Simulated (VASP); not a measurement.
# HgP in VASP: further runs

Runs on HgP. Level: r2SCAN. Tasks: single point.

All numbers are computed with VASP 6.6.1; they aren't measurements. Logs are shortened: lines on timing, memory, paths and dates and some standing lists are left out, and cuts for length are marked.

### 1 The cell of the first run

Symmetry: Imm2, No. 44, orthorhombic system. The conventional cell has a = 4.076 Å, b = 4.159 Å, c = 5.823 Å, α = 90.00°, β = 90.00°, γ = 90.00°. Hg (site symmetry mm2) has 4 P at 2.50 to 2.54 Å within 3.3 Å. P (site symmetry mm2) has 4 Hg at 2.50 to 2.54 Å within 3.3 Å.

### 2 Single point, r2SCAN

File POSCAR:

```
HgP
1.0
    0.0291154550      2.9115454995      2.9115454995
    2.9115454995      0.0291154550      2.9115454995
    2.9406609545      2.9406609545      0.0000000000
Hg P
1 1
Direct
    0.0000000000      0.0000000000      0.0000000000
    0.2500000000      0.2500000000      0.2500000000
```

File INCAR.step1:

```
SYSTEM = HgP
  PREC = Accurate
  ENCUT = 520
  ISMEAR = 0
  SIGMA = 0.05
  LREAL = .False.
  LASPH = .True.
  NELM = 60
  NBANDS = 16
  GGA = PE
  ALGO = Normal
  EDIFF = 1E-4
  LWAVE = .True.
  LCHARG = .False.
```

File INCAR.step2:

```
SYSTEM = HgP
  PREC = Accurate
  ENCUT = 520
  EDIFF = 1E-6
  ISMEAR = 0
  SIGMA = 0.05
  LREAL = .False.
  LASPH = .True.
  NELM = 60
  ALGO = Normal
  ISIF = 2
  LWAVE = .False.
  LCHARG = .True.
  METAGGA = R2SCAN
  LMIXTAU = .True.
  LELF = .True.
  LVHAR = .True.
  NBANDS = 16
  ISTART = 1
```

File KPOINTS:

```
Automatic mesh
0
Gamma
  10 10 10
  0 0 0
```

Potentials or basis: VASP PAW PBE potentials, release 64 (Hg, P).

Launch:

```sh
cat potpaw_PBE.64/Hg/POTCAR potpaw_PBE.64/P/POTCAR > POTCAR
cp INCAR.step1 INCAR
mpirun -np 1 vasp_std > vasp.out
cp INCAR.step2 INCAR
mpirun -np 1 vasp_std > vasp.out
```

OUTCAR:

```text
SYSTEM = HgP
   PREC = Accurate
   ENCUT = 520
   EDIFF = 1E-6
   ISMEAR = 0
   LREAL = .False.
   LASPH = .True.
   NELM = 60
   ISIF = 2
   METAGGA = R2SCAN
   ISTART = 1

 ion  position               nearest neighbor table
   1  0.000  0.000  0.000-   2 2.50   2 2.50   2 2.54   2 2.54
   2  0.250  0.250  0.250-   1 2.50   1 2.50   1 2.54   1 2.54

  LATTYP: Found a body centered orthorhombic cell.
 ALAT       =     4.0763716615
 B/A-ratio  =     1.0202020202
 C/A-ratio  =     1.4284985479

  Lattice vectors:

 A1 = (   2.9115454995,   0.0291154550,  -2.9115454995)
 A2 = (  -2.9115454995,  -0.0291154550,  -2.9115454995)
 A3 = (   0.0291154550,   2.9115454995,   2.9115454995)

Analysis of symmetry for initial positions (statically):
=====================================================================
 Subroutine PRICEL returns:
 Original cell was already a primitive cell.

 Routine SETGRP: Setting up the symmetry group for a
 body centered orthorhombic supercell.

 Subroutine GETGRP returns: Found  4 space group operations
 (whereof  4 operations were pure point group operations)
 out of a pool of  8 trial point group operations.

The static configuration has the point symmetry C_2v.

Analysis of symmetry for dynamics (positions and initial velocities):
=====================================================================
 Subroutine PRICEL returns:
 Original cell was already a primitive cell.

 Routine SETGRP: Setting up the symmetry group for a
 body centered orthorhombic supercell.

 Subroutine GETGRP returns: Found  4 space group operations
 (whereof  4 operations were pure point group operations)
 out of a pool of  8 trial point group operations.

The dynamic configuration has the point symmetry C_2v.

 Subroutine INISYM returns: Found  4 space group operations
 (whereof  4 operations are pure point group operations),
 and found     1 'primitive' translations

----------------------------------------------------------------------------------------

                                     Primitive cell

  volume of cell :      49.3580

  direct lattice vectors                    reciprocal lattice vectors
     0.029115455  2.911545499  2.911545499    -0.173464748  0.173464748  0.171730100
     2.911545499  0.029115455  2.911545499     0.173464748 -0.173464748  0.171730100
     2.940660955  2.940660955  0.000000000     0.170029802  0.170029802 -0.171730100

  length of vectors
     4.117650070  4.117650070  4.158722604     0.299451606  0.299451606  0.295485185

[... 81 lines left out ...]
   LREAL  =      F    real-space projection
   EDIFFG = 0.1E-04   stopping-criterion for IOM
   NSW    =      0    number of steps for IOM
   IBRION =     -1    ionic relax: 0-MD 1-quasi-New 2-CG
   NFREE  =      0    steps in history (QN), initial steepest desc. (CG)
   ISIF   =      2    stress and relaxation
   ISYM   =      2    0-nonsym 1-usesym 2-fastsym
   POTIM  = 0.5000    time-step for ionic-motion
   TEBEG  =    0.0;   TEEND  =   0.0 temperature during run
   PSTRESS=    0.0 pullay stress
   NELECT =      17.0000    total number of electrons
   NUPDOWN=      -1.0000    fix difference up-down
   EMIN   =  10.00;   EMAX   =-10.00  energy-range for DOS
   EFERMI =   0.00;   METHOD = LEGACY
   ISMEAR =     0;   SIGMA  =   0.05  broadening in eV -4-tet -1-fermi 0-gaus
   EFERMI_NEDOS =   21; number of points for ismear=-14 and -15
   IALGO  =     38    algorithm
   IMIX   =      4    mixing-type and parameters
     AMIX     =   0.40;   BMIX     =  1.00
     AMIX_MAG =   1.60;   BMIX_MAG =  1.00
  volume/ion in A,a.u.               =      24.68       166.54
  Fermi-wavevector in a.u.,A,eV,Ry     =   1.147551  2.168557 17.917152  1.316874
  Thomas-Fermi vector in A             =   2.284230
   LORBIT       =      0    0 simple, 1 ext, 2 COOP (PROOUT), +10 PAW based schemes
   METAGGA = R2SCAN    functional components
   LHFCALC =     F    Hartree Fock is set to
   AEXX    =    0.0000 exact exchange contribution
   IVDW    =     0    specifies the selected vdW correction
   LEPSILON=     F    determine dielectric tensor
   LRPA    =     F    only Hartree local field effects (RPA)
 non-spin polarized calculation
 Gauss-broadening in eV      SIGMA  =   0.05
  energy-cutoff  :      520.00
  volume of cell :       49.36
 maximum number of plane-waves:      1346
   NGX = 15   NGY = 15   NGZ = 15

 number of electron      17.0000000 magnetization

 Free energy of the ion-electron system (eV)
  ---------------------------------------------------
  ext. energy  EPLUGINS =         0.00000000
  ---------------------------------------------------
  free energy    TOTEN  =       -57.42862221 eV

  energy without entropy =      -57.42696020  energy(sigma->0) =      -57.42779121

 E-fermi :   2.2452     XC(G=0): -10.1399

 val. band max:        2.2342462653   @ k =   0.2000   0.1000   0.5000
 cond. band min:       2.2542726187   @ k =   0.5000   0.1000   0.0000
 fundamental gap:      0.0200263533
 Fermi energy:         2.2452355925

 k-point     1 :       0.0000    0.0000    0.0000
  band No.  band energies     occupation
      1      -9.6702      2.00000
      2      -5.4811      2.00000
      3      -5.4616      2.00000
      4      -5.4420      2.00000
      5      -4.6453      2.00000
      6      -4.6447      2.00000
[... 433 lines left out ...]
      3      -5.0502      2.00000
      4      -4.9991      2.00000
      5      -4.5136      2.00000
      6      -4.4580      2.00000
[... 8 lines left out ...]
     15      14.4965      0.00000
     16      17.5020      0.00000

 [... further k-points ...]

------------------------ aborting loop because EDIFF is reached ----------------------------------------

  FORCE on cell =-STRESS in cart. coord.  units (eV):
  Direction    XX          YY          ZZ          XY          YZ          ZX
  --------------------------------------------------------------------------------------
  -------------------------------------------------------------------------------------
  Total        0.0816706      0.0816706      0.0782175     -0.3359618      0.0000000     -0.0000000
  in kB        2.6510570      2.6510570      2.5389692    -10.9054396      0.0000000     -0.0000000
  external PRESSURE =       2.6136944 kB  Pullay stress =       0.0000000 kB

 VOLUME and BASIS-vectors are now :
 -----------------------------------------------------------------------------
  energy-cutoff  :      520.00
  volume of cell :       49.36
      direct lattice vectors                 reciprocal lattice vectors
     0.029115455  2.911545499  2.911545499    -0.173464748  0.173464748  0.171730100
     2.911545499  0.029115455  2.911545499     0.173464748 -0.173464748  0.171730100
     2.940660955  2.940660955  0.000000000     0.170029802  0.170029802 -0.171730100

 POSITION                                       TOTAL-FORCE (eV/Angst)
 -----------------------------------------------------------------------------------
      0.00000      0.00000      0.00000        -0.000000     -0.000000      0.142782
      1.47033      1.47033      1.45577         0.000000      0.000000     -0.142782
 -----------------------------------------------------------------------------------
    total drift:                                0.000000      0.000000      0.000267

  FREE ENERGIE OF THE ION-ELECTRON SYSTEM (eV)
  ---------------------------------------------------
  free  energy   TOTEN  =       -57.4286222132 eV

  energy  without entropy=      -57.4269601994  energy(sigma->0) =      -57.42779121
```

It took 5.2 min on 1 thread of Intel Xeon 8259CL, shared host; peak memory 0.28 GiB.

What came out:

```
Free energy            : -57.4286 eV
Pressure               : 0.3 GPa
Largest force          : 0.143 eV/Å
Band gap on the k mesh : zero (an odd number of electrons rules out a gap without spin polarisation)
```

Forces in eV/Å, atoms in the order of the input:
```
Hg   0.000  0.000  0.143
P    0.000  0.000 -0.143
```

Caveat: the PAW data sets were made with another functional, which shifts forces and pressure a little; spin-orbit coupling is left out, which moves the levels of the heavy elements.

### 3 Single point, r2SCAN (atoms moved at random and the cell strained at random)

File POSCAR:

```
HgP
1.0
    0.0625727451      2.8930693469      2.9081555538
    2.9252755698      0.0137480682      2.9569802308
    2.9135958318      2.9302142858      0.0254278062
Hg P
1 1
Direct
   -0.0012285763     -0.0075689073      0.0103185646
    0.2512285763      0.2575689073      0.2396814354
```

File INCAR.step1:

```
PREC = Accurate ; ENCUT = 520
ISMEAR = 0 ; SIGMA = 0.05
LREAL = F ; LASPH = T
NELM = 100 ; NBANDS = 16
GGA = PE ; ALGO = Normal
EDIFF = 1E-4 ; LWAVE = T
LCHARG = F
```

File INCAR.step2:

```
PREC = Accurate ; ENCUT = 520
EDIFF = 1E-6 ; ISMEAR = 0
SIGMA = 0.05 ; LREAL = F
LASPH = T ; NELM = 100
ALGO = Normal ; ISIF = 2
LWAVE = F ; LCHARG = F
METAGGA = R2SCAN ; LMIXTAU = T
NBANDS = 16 ; ISTART = 1
```

File KPOINTS:

```
regular mesh
0
Gamma
  10 10 10
```

Potentials or basis: VASP PAW PBE potentials, release 64 (Hg, P).

Launch:

```sh
cat potpaw_PBE.64/Hg/POTCAR potpaw_PBE.64/P/POTCAR > POTCAR
cp INCAR.step1 INCAR
mpirun -np 1 vasp_std > vasp.out
cp INCAR.step2 INCAR
mpirun -np 1 vasp_std > vasp.out
```

It took 14 min on 1 thread of Intel Xeon 8259CL, shared host; peak memory 0.5 GiB.

It converged, with:

```yaml
Free_energy: -57.4130 eV
Pressure: 0.9 GPa
Largest_force: 0.356 eV/Å
Band_gap_on_the_k_mesh: zero (an odd number of electrons rules out a gap without spin polarisation)
```

Forces in eV/Å, atoms in the order of the input:
```
Hg  -0.100  0.000  0.342
P    0.100  0.000 -0.342
```

Stress tensor (GPa, compression positive):
```
 0.93 -2.23 -0.26
-2.23  1.11  0.81
-0.26  0.81  0.78
```

Levels at points of the mesh, in eV from the Fermi level:
| k point | band 6 | band 7 | band 8 | band 9 | band 10 | band 11 | band 12 | band 13 |
| --- | --- | --- | --- | --- | --- | --- | --- | --- |
| (0.00, 0.00, 0.00) | -6.92 | 1.52 | 1.61 | 1.68 | 1.85 | 5.87 | 5.99 | 6.31 |
| (0.50, 0.00, 0.00) | -6.23 | -5.40 | -0.02 | 0.27 | 2.66 | 6.71 | 7.11 | 8.88 |
| (0.00, 0.50, 0.00) | -6.31 | -5.52 | 0.11 | 0.35 | 2.97 | 6.92 | 7.27 | 8.87 |
| (0.50, 0.50, 0.00) | -5.98 | -5.06 | -1.59 | -1.36 | 3.92 | 4.00 | 10.44 | 11.76 |
| (0.00, 0.00, 0.50) | -6.16 | -5.20 | 0.32 | 0.42 | 2.66 | 6.81 | 7.09 | 8.73 |
| (0.50, 0.00, 0.50) | -5.96 | -5.05 | -1.64 | -1.37 | 3.64 | 4.20 | 10.51 | 11.91 |
| (0.00, 0.50, 0.50) | -5.94 | -5.00 | -1.57 | -1.49 | 3.83 | 3.91 | 10.52 | 11.76 |
| (0.50, 0.50, 0.50) | -6.26 | -5.41 | 0.22 | 0.46 | 2.95 | 6.83 | 7.36 | 8.78 |

Caveat: the cell differs from its parent crystal (atoms moved at random and the cell strained at random); the PAW data sets were made with another functional, which shifts forces and pressure a little; spin-orbit coupling is left out, which moves the levels of the heavy elements.
